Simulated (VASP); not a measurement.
# Dy2BiP3 (P6/mmm) in VASP: further runs

The runs below take Dy2BiP3 through single point, relaxation of cell and atoms, with PBE.

Everything below comes from runs of VASP 6.6.1. Logs are shortened: lines on timing, memory, paths and dates and some standing lists are left out, and cuts for length are marked.

### Step 1. The cell of the first run

It takes space group P6/mmm (No. 191, hexagonal). The conventional cell has a = 5.143 Å, b = 5.143 Å, c = 10.955 Å, α = 90.00°, β = 90.00°, γ = 120.00°. Dy (site symmetry -6m2) has 3 P at 1.48 Å within 2.0 Å. P (site symmetry mmm) has 2 Dy at 1.48 Å within 2.0 Å.

The cell was built from a structure type or drawn by symmetry, and may not be a known phase.

### Step 2. Single point, PBE

File INCAR:

```
  PREC = Accurate
  ENCUT = 500
  EDIFF = 1E-6
  ISMEAR = 0
  SIGMA = 0.1
  LREAL = False
  LASPH = True
  NELM = 200
  ALGO = Normal
  ISIF = 2
  LWAVE = False
  LCHARG = False
  GGA = PE
  NBANDS = 33
  GGA_COMPAT = False
  LMAXMIX = 6
```

File KPOINTS:

```
Automatic mesh
0
Gamma
  6 6 2
```

File POSCAR:

```
Dy2BiP3
1.0
    5.1431082200      0.0000000000      0.0000000000
   -2.5715541100      4.4540623800      0.0000000000
    0.0000000000      0.0000000000     10.9553396200
Dy Bi P
2 1 3
Direct
    0.3333333300      0.6666666700      0.5000000000
    0.6666666700      0.3333333300      0.5000000000
    0.0000000000      0.0000000000      0.0000000000
    0.5000000000      0.0000000000      0.5000000000
    0.0000000000      0.5000000000      0.5000000000
    0.5000000000      0.5000000000      0.5000000000
```

Potentials or basis: VASP PAW PBE potentials, release 64 (Dy_3, Bi_d, P), 4f in core.

Started as:

```sh
cat potpaw_PBE.64/Dy_3/POTCAR potpaw_PBE.64/Bi_d/POTCAR potpaw_PBE.64/P/POTCAR > POTCAR
mpirun -np 1 vasp_std > vasp.out
```

OUTCAR:

```text
PREC = Accurate
   ENCUT = 500
   EDIFF = 1E-6
   ISMEAR = 0
   LREAL = False
   LASPH = True
   NELM = 200
   ISIF = 2
   GGA = PE

 ion  position               nearest neighbor table
   1  0.333  0.667  0.500-   5 1.48   4 1.48   6 1.48   2 2.97   2 2.97   2 2.97
   2  0.667  0.333  0.500-   5 1.48   4 1.48   6 1.48   1 2.97   1 2.97   1 2.97
   3  0.000  0.000  0.000-
   4  0.500  0.000  0.500-   1 1.48   2 1.48   5 2.57   6 2.57   6 2.57   5 2.57
   5  0.000  0.500  0.500-   1 1.48   2 1.48   6 2.57   6 2.57   4 2.57   4 2.57
   6  0.500  0.500  0.500-   1 1.48   2 1.48   5 2.57   5 2.57   4 2.57   4 2.57

 -----------------------------------------------------------------------------
|                                                                             |
|           W    W    AA    RRRRR   N    N  II  N    N   GGGG   !!!           |
|           W    W   A  A   R    R  NN   N  II  NN   N  G    G  !!!           |
|           W    W  A    A  R    R  N N  N  II  N N  N  G       !!!           |
|           W WW W  AAAAAA  RRRRR   N  N N  II  N  N N  G  GGG   !            |
|           WW  WW  A    A  R   R   N   NN  II  N   NN  G    G                |
|           W    W  A    A  R    R  N    N  II  N    N   GGGG   !!!           |
|                                                                             |
|     The distance between some ions is very small. Please check the          |
|     nearest-neighbor list in the OUTCAR file.                               |
|     I HOPE YOU KNOW WHAT YOU ARE DOING!                                     |
|                                                                             |
 -----------------------------------------------------------------------------

  LATTYP: Found a hexagonal cell.
 ALAT       =     5.1431082200
 C/A-ratio  =     2.1301009334

  Lattice vectors:

 A1 = (   5.1431082200,   0.0000000000,   0.0000000000)
 A2 = (  -2.5715541100,   4.4540623800,   0.0000000000)
 A3 = (   0.0000000000,   0.0000000000,  10.9553396200)

Analysis of symmetry for initial positions (statically):
=====================================================================
 Subroutine PRICEL returns:
 Original cell was already a primitive cell.

 Routine SETGRP: Setting up the symmetry group for a
 hexagonal supercell.

 Subroutine GETGRP returns: Found 24 space group operations
 (whereof 24 operations were pure point group operations)
 out of a pool of 24 trial point group operations.

The static configuration has the point symmetry D_6h.

Analysis of symmetry for dynamics (positions and initial velocities):
=====================================================================
 Subroutine PRICEL returns:
 Original cell was already a primitive cell.

 Routine SETGRP: Setting up the symmetry group for a
 hexagonal supercell.

 Subroutine GETGRP returns: Found 24 space group operations
 (whereof 24 operations were pure point group operations)
 out of a pool of 24 trial point group operations.

The dynamic configuration has the point symmetry D_6h.

 Subroutine INISYM returns: Found 24 space group operations
 (whereof 24 operations are pure point group operations),
 and found     1 'primitive' translations

----------------------------------------------------------------------------------------

                                     Primitive cell

  volume of cell :     250.9619

  direct lattice vectors                    reciprocal lattice vectors
     5.143108220  0.000000000  0.000000000     0.194434952  0.112257072  0.000000000
    -2.571554110  4.454062380  0.000000000     0.000000000  0.224514143  0.000000000
     0.000000000  0.000000000 10.955339620     0.000000000  0.000000000  0.091279690

  length of vectors
     5.143108220  5.143108226 10.955339620     0.224514144  0.224514143  0.091279690

  position of ions in fractional coordinates (direct lattice)
     0.333333330  0.666666670  0.500000000
     0.666666670  0.333333330  0.500000000
     0.000000000  0.000000000  0.000000000
     0.500000000  0.000000000  0.500000000
     0.000000000  0.500000000  0.500000000
     0.500000000  0.500000000  0.500000000

  ion indices of the primitive-cell ions
   primitive index   ion index
                 1           1
                 2           2
                 3           3
                 4           4
                 5           5
                 6           6

----------------------------------------------------------------------------------------

 KPOINTS: Automatic mesh

Automatic generation of k-mesh.
 Grid dimensions read from file:
 generate k-points for:    6    6    2

 Generating k-lattice:

  Cartesian coordinates                     Fractional coordinates (reciprocal lattice)
     0.032405825  0.018709512  0.000000000     0.166666667 -0.000000000  0.000000000
     0.000000000  0.037419024  0.000000000     0.000000000  0.166666667  0.000000000
     0.000000000  0.000000000  0.045639845     0.000000000  0.000000000  0.500000000

  Length of vectors
     0.037419024  0.037419024  0.045639845

  Shift w.r.t. Gamma in fractional coordinates (k-lattice)
     0.000000000  0.000000000  0.000000000

 Subroutine IBZKPT returns following result:
 ===========================================

 Found     14 irreducible k-points:

 Following reciprocal coordinates:
            Coordinates               Weight
  0.000000  0.000000  0.000000      1.000000
  0.166667 -0.000000  0.000000      6.000000
  0.333333  0.000000  0.000000      6.000000
  0.500000  0.000000  0.000000      3.000000
  0.166667  0.166667  0.000000      6.000000
  0.333333  0.166667  0.000000     12.000000
  0.333333  0.333333  0.000000      2.000000
  0.000000  0.000000  0.500000      1.000000
  0.166667 -0.000000  0.500000      6.000000
  0.333333  0.000000  0.500000      6.000000
  0.500000  0.000000  0.500000      3.000000
  0.166667  0.166667  0.500000      6.000000
  0.333333  0.166667  0.500000     12.000000
  0.333333  0.333333  0.500000      2.000000
   k-points           NKPTS =     14   k-points in BZ     NKDIM =     14   number of bands    NBANDS=     33
   number of dos      NEDOS =    301   number of ions     NIONS =      6
   total plane-waves  NPLWV = 128000
   dimension x,y,z NGX =    40 NGY =   40 NGZ =   80
   dimension x,y,z NGXF=    80 NGYF=   80 NGZF=  160
   ions per type =               2   1   3
   NGX,Y,Z   is equivalent  to a cutoff of  12.93, 12.93, 12.14 a.u.
   NGXF,Y,Z  is equivalent  to a cutoff of  25.86, 25.86, 24.28 a.u.
 SYSTEM =  unknown system
   PREC   = accura    normal or accurate (medium, high low for compatibility)
   ISTART =      0    job   : 0-new  1-cont  2-samecut
   ICHARG =      2    charge: 1-file 2-atom 10-const
   ISPIN  =      1    spin polarized calculation?
   LNONCOLLINEAR =      F non collinear calculations
   LSORBIT =      F    spin-orbit coupling
   LASPH  =      T    aspherical Exc in radial PAW
   ENCUT  =  500.0 eV  36.75 Ry    6.06 a.u.   9.38  9.38 19.97*2*pi/ulx,y,z
   NELM   =    200;   NELMIN=  2; NELMDL= -5     # of ELM steps
   EDIFF  = 0.1E-05   stopping-criterion for ELM
   LREAL  =      F    real-space projection
[... 7 lines left out ...]
   TEBEG  =    0.0;   TEEND  =   0.0 temperature during run
   PSTRESS=    0.0 pullay stress
   NELECT =      48.0000    total number of electrons
   NUPDOWN=      -1.0000    fix difference up-down
   EMIN   =  10.00;   EMAX   =-10.00  energy-range for DOS
   EFERMI =   0.00;   METHOD = LEGACY
   ISMEAR =     0;   SIGMA  =   0.10  broadening in eV -4-tet -1-fermi 0-gaus
   EFERMI_NEDOS =   21; number of points for ismear=-14 and -15
   IALGO  =     38    algorithm
   IMIX   =      4    mixing-type and parameters
     AMIX     =   0.40;   BMIX     =  1.00
     AMIX_MAG =   1.60;   BMIX_MAG =  1.00
  volume/ion in A,a.u.               =      41.83       282.26
  Fermi-wavevector in a.u.,A,eV,Ry     =   0.943234  1.782453 12.104965  0.889690
  Thomas-Fermi vector in A             =   2.070921
   LORBIT       =      0    0 simple, 1 ext, 2 COOP (PROOUT), +10 PAW based schemes
   GGA     = PE    functional components
   LHFCALC =     F    Hartree Fock is set to
   AEXX    =    0.0000 exact exchange contribution
   IVDW    =     0    specifies the selected vdW correction
   LEPSILON=     F    determine dielectric tensor
   LRPA    =     F    only Hartree local field effects (RPA)
 non-spin polarized calculation
 Gauss-broadening in eV      SIGMA  =   0.10
  energy-cutoff  :      500.00
  volume of cell :      250.96
 maximum number of plane-waves:      6406
 NGX is ok and might be reduce to    40
   NGX = 19   NGY = 19   NGZ = 39

 number of electron      47.9999998 magnetization

 Free energy of the ion-electron system (eV)
  ---------------------------------------------------
  ext. energy  EPLUGINS =         0.00000000
  ---------------------------------------------------
  free energy    TOTEN  =        79.44434284 eV

  energy without entropy =       79.51145231  energy(sigma->0) =       79.47789757

 E-fermi :   0.1548     XC(G=0):  -6.3141

 val. band max:        0.1462400662   @ k =   0.0000   0.0000   0.5000
 cond. band min:       0.1594762182   @ k =   0.5000   0.0000   0.5000
 fundamental gap:      0.0132361520
 Fermi energy:         0.1547528938

 k-point     1 :       0.0000    0.0000    0.0000
  band No.  band energies     occupation
      1     -30.9497      2.00000
      2     -30.9497      2.00000
      3     -28.9353      2.00000
      4     -28.9353      2.00000
      5     -23.4924      2.00000
      6     -22.9782      2.00000
[... 25 lines left out ...]
     32       5.7927      0.00000
     33       5.8740      0.00000

 k-point     2 :       0.1667   -0.0000    0.0000
  band No.  band energies     occupation
      1     -30.9621      2.00000
      2     -30.8409      2.00000
      3     -29.0542      2.00000
      4     -28.9201      2.00000
      5     -23.4632      2.00000
      6     -23.0099      2.00000
[... 25 lines left out ...]
     32       5.7750      0.00000
     33       6.0351      0.00000
[... 394 lines left out ...]
     32       5.6050      0.00000
     33       5.9510      0.00000

 k-point    14 :       0.3333    0.3333    0.5000
  band No.  band energies     occupation
      1     -31.0235      2.00000
      2     -29.9663      2.00000
      3     -29.9663      2.00000
      4     -28.8465      2.00000
      5     -23.2410      2.00000
      6     -23.2410      2.00000
[... 25 lines left out ...]
     32       5.9298      0.00000
     33       5.9298      0.00000

------------------------ aborting loop because EDIFF is reached ----------------------------------------

  FORCE on cell =-STRESS in cart. coord.  units (eV):
  Direction    XX          YY          ZZ          XY          YZ          ZX
  --------------------------------------------------------------------------------------
  -------------------------------------------------------------------------------------
  Total      220.0929827    220.0929834     -0.7705226      0.0000000     -0.0000000     -0.0000000
  in kB     1405.1056338   1405.1056383     -4.9191284      0.0000000     -0.0000000     -0.0000000
  external PRESSURE =     935.0973812 kB  Pullay stress =       0.0000000 kB

 VOLUME and BASIS-vectors are now :
 -----------------------------------------------------------------------------
  energy-cutoff  :      500.00
  volume of cell :      250.96
      direct lattice vectors                 reciprocal lattice vectors
     5.143108220  0.000000000  0.000000000     0.194434952  0.112257072  0.000000000
    -2.571554110  4.454062380  0.000000000     0.000000000  0.224514143  0.000000000
     0.000000000  0.000000000 10.955339620     0.000000000  0.000000000  0.091279690

 POSITION                                       TOTAL-FORCE (eV/Angst)
 -----------------------------------------------------------------------------------
     -0.00000      2.96937      5.47767        -0.000000      0.000000      0.000000
      2.57155      1.48469      5.47767        -0.000000      0.000000     -0.000000
      0.00000      0.00000      0.00000         0.000000      0.000000      0.000000
      2.57155      0.00000      5.47767         0.000000      0.000000      0.000000
     -1.28578      2.22703      5.47767         0.000000      0.000000      0.000000
      1.28578      2.22703      5.47767         0.000000      0.000000      0.000000
 -----------------------------------------------------------------------------------
    total drift:                                0.000000      0.000000      0.000000

  FREE ENERGIE OF THE ION-ELECTRON SYSTEM (eV)
  ---------------------------------------------------
  free  energy   TOTEN  =        79.4443428413 eV

  energy  without entropy=       79.5114523077  energy(sigma->0) =       79.47789757
```

It took 3.3 min on 1 thread of Intel Xeon Platinum 8259CL at 2.50GHz (Skylake/Cascade Lake), shared host; peak memory 0.4 GiB.

Results:

| Quantity | Value |
| --- | --- |
| Free energy | 79.4443 eV |
| Pressure | 93.5 GPa |
| Band gap on the k mesh | zero (bands 24 and 25 overlap by 0.42 eV) |

Levels at points of the mesh, in eV from the Fermi level:
```tsv
k point	band 22	band 23	band 24	band 25	band 26	band 27
(0.00, 0.00, 0.00)	-0.42	-0.42	0.31	0.63	0.63	1.62
(0.50, 0.00, 0.00)	-1.19	-0.85	0.03	0.04	0.29	0.44
(0.00, 0.00, 0.50)	-0.42	-0.12	-0.01	0.63	0.63	1.62
(0.50, 0.00, 0.50)	-1.19	-0.83	0.00	0.02	0.29	0.44
```

Caveat: atoms lie so close that the PAW spheres overlap strongly, which falsifies energies and pressures; the cell stands under pressure; spin-orbit coupling is left out, which moves the levels of the heavy elements; the 4f electrons are frozen in the core, so they carry no moment and show no levels.

### Step 3. Single point, PBE

This run uses another cell than the first one, of 35.56 Å³/atom.

File INCAR:

```
SYSTEM = Dy2BiP3
PREC = Accurate ; ENCUT = 500
EDIFF = 1E-6 ; ISMEAR = 0
SIGMA = 0.1 ; LREAL = .False.
LASPH = .True. ; NELM = 200
ALGO = Normal ; ISIF = 2
LWAVE = .False. ; LCHARG = .True.
GGA = PE ; LELF = .True.
LVHAR = .True. ; NBANDS = 33
GGA_COMPAT = .False. ; LMAXMIX = 6
```

File KPOINTS:

```
Automatic mesh
0
Gamma
  3 3 6
  0 0 0
```

File POSCAR:

```
Dy2BiP3
1.0
    9.2687434455      0.0000000000      0.0000000000
   -4.6343717228      8.0269672850      0.0000000000
    0.0000000000      0.0000000000      2.8680182449
Dy Bi P
2 1 3
Direct
    0.3333333333      0.6666666667      0.5000000000
    0.6666666667      0.3333333333      0.5000000000
    0.0000000000      0.0000000000      0.0000000000
    0.5000000000      0.0000000000      0.5000000000
    0.0000000000      0.5000000000      0.5000000000
    0.5000000000      0.5000000000      0.5000000000
```

Potentials or basis: VASP PAW PBE potentials, release 64 (Dy_3, Bi_d, P), 4f in core.

Started as:

```sh
cat potpaw_PBE.64/Dy_3/POTCAR potpaw_PBE.64/Bi_d/POTCAR potpaw_PBE.64/P/POTCAR > POTCAR
mpirun -np 1 vasp_std > vasp.out
```

Run time: 2.5 min. Hardware: 1 thread of Intel Xeon Platinum 8259CL at 2.50GHz (Skylake/Cascade Lake), shared host; peak memory 0.37 GiB.

Results (log left out):

| Quantity | Value |
| --- | --- |
| Free energy | -26.4251 eV |
| Pressure | 0.0 GPa |
| Band gap on the k mesh | zero (bands 24 and 25 overlap by 1.04 eV) |

Stress tensor (GPa, compression positive):
```
-0.11  0.00  0.00
 0.00 -0.11  0.00
 0.00  0.00  0.11
```

Levels at points of the mesh, in eV from the Fermi level:
```csv
k point,band 20,band 21,band 22,band 23,band 24,band 25,band 26,band 27,band 28,band 29
"(0.00, 0.00, 0.00)",-2.09,-1.40,-1.06,-1.04,-0.49,-0.49,1.51,1.51,2.89,3.81
"(0.00, 0.00, 0.50)",-1.73,-0.76,-0.76,-0.43,-0.43,0.38,0.38,0.90,1.55,1.55
```

Caveat: the k points lie up to 0.37 Å⁻¹ apart, too coarse for converged energies and pressures of a metal; spin-orbit coupling is left out, which moves the levels of the heavy elements; the 4f electrons are frozen in the core, so they carry no moment and show no levels.

[end of part 1 of 2]
